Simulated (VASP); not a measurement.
KMgF3:

```
CELL_PARAMETERS angstrom
3.98590 0.00000 0.00000
0.00000 3.98590 0.00000
0.00000 0.00000 3.98590
ATOMIC_POSITIONS crystal
K 0.50000 0.50000 0.50000
Mg 0.00000 0.00000 0.00000
F 0.50000 0.00000 0.00000
F 0.00000 0.50000 0.00000
F 0.00000 0.00000 0.50000
```

* Program: VASP 6.6.1
* Task: relaxation of cell and atoms
* Functional: LDA
* Potentials or basis: VASP PAW LDA potentials, release 64 (K_sv, Mg, F)
* Cutoff: 600 eV
* k mesh: 6 × 6 × 6
* Occupations: gaussian, width 0.01 eV
* Spin: no spin polarisation

At the start: pressure -5.4 GPa; volume 12.67 Å³/atom.

Task: Where does the relaxation end?

Result: Over 3 steps the energy falls by 15.5 meV/atom and the volume is 11.80 Å³/atom (-6.8 %); space group Pm-3m (No. 221, to 0.05 Å).

The path:
```
step  energy change (eV)  largest force (eV/Å)  pressure (GPa)  volume (Å³)
   1              0.0000                0.0000           -5.36        63.33
   2             -0.0764                0.0000           -0.80        59.52
   3             -0.0777                0.0000           -0.02        58.99
```

Final structure:
```
K Mg F
1.0
     3.89286    0.00000    0.00000
     0.00000    3.89286    0.00000
     0.00000    0.00000    3.89286
K Mg F
1 1 3
Direct
  0.50000 0.50000 0.50000
  0.00000 0.00000 0.00000
  0.50000 0.00000 0.00000
  0.00000 0.50000 0.00000
  0.00000 0.00000 0.50000
```
